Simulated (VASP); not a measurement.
Here is a VASP 6.6.1 calculation.

File INCAR:

```
SYSTEM = Si
  ALGO = Normal
  EDIFF = 1E-6
  EDIFFG = -0.025
  ENCUT = 600
  GGA = PE
  IBRION = 2
  ISIF = 3
  ISMEAR = 0
  LASPH = .TRUE.
  LCHARG = .FALSE.
  LREAL = .FALSE.
  LWAVE = .FALSE.
  NELM = 80
  NSW = 80
  PREC = Accurate
  SIGMA = 0.2
```

KPOINTS

```
k-points
0
G
  4 4 4
  0 0 0
```

File POSCAR:

```
Si
1.0
    4.9908033135     -0.0313503882      0.0680357675
   -0.0313503882      5.1176413619     -0.0509991876
    0.0680357675     -0.0509991876      5.1744409627
Si
8
Direct
    0.2279248251      0.2687179560      0.2632400770
    0.2584185379      0.2608045141      0.7259966984
    0.2546815427      0.7471776500      0.2954729542
    0.2635422189      0.7648852818      0.7606854597
    0.7416084154      0.2204610783      0.2219962686
    0.7309216008      0.2738886838      0.7349581085
    0.7500676432      0.7372177167      0.2475870377
    0.7728352161      0.7268471192      0.7500633958
```

Potentials or basis: VASP PAW PBE potentials, release 64 (Si).

Command:

```sh
$ cat potpaw_PBE.64/Si/POTCAR > POTCAR
$ mpirun -np 1 vasp_std > vasp.out
```

What does it give for the space group after relaxing (to 0.05 Å)?

P2_1/m (No. 11).

Estimate the relaxed volume.

16.26 Å³/atom.

Step by step:
```csv
step,energy change (eV),largest force (eV/Å),pressure (GPa),volume (Å³)
1,0.0000,1.0463,0.41,132.12
3,-0.2551,0.1785,-2.31,133.84
5,-0.2830,0.1553,-0.13,130.72
7,-0.2908,0.1508,0.21,130.03
9,-0.3064,0.1725,-0.55,130.75
11,-0.3213,0.1423,0.12,129.61
13,-0.3261,0.1796,0.78,128.59
15,-0.3401,0.2021,0.62,128.48
17,-0.3393,0.5044,0.41,127.90
19,-0.3720,0.2969,0.02,128.54
21,-0.4158,0.2775,-0.05,128.33
23,-0.4391,0.1997,0.26,127.57
25,-0.4696,0.1704,-0.36,127.50
27,-0.4888,0.2083,-0.70,127.38
29,-0.5023,0.1860,0.10,126.20
31,-0.5120,0.1909,0.14,126.12
33,-0.5108,0.3882,-0.63,128.27
35,-0.5311,0.1991,-0.12,127.07
37,-0.5496,0.1899,0.16,127.37
39,-0.5657,0.1338,-0.06,128.41
41,-0.5787,0.1121,0.07,128.78
43,-0.5887,0.0971,0.04,129.37
45,-0.5917,0.0663,-0.09,129.67
47,-0.5935,0.0615,0.16,129.58
49,-0.5946,0.0450,-0.01,129.88
51,-0.5955,0.0319,0.01,129.99
53,-0.5958,0.0312,-0.04,130.09
55,-0.5960,0.0254,0.05,130.04
57,-0.5963,0.0173,0.03,130.12
```
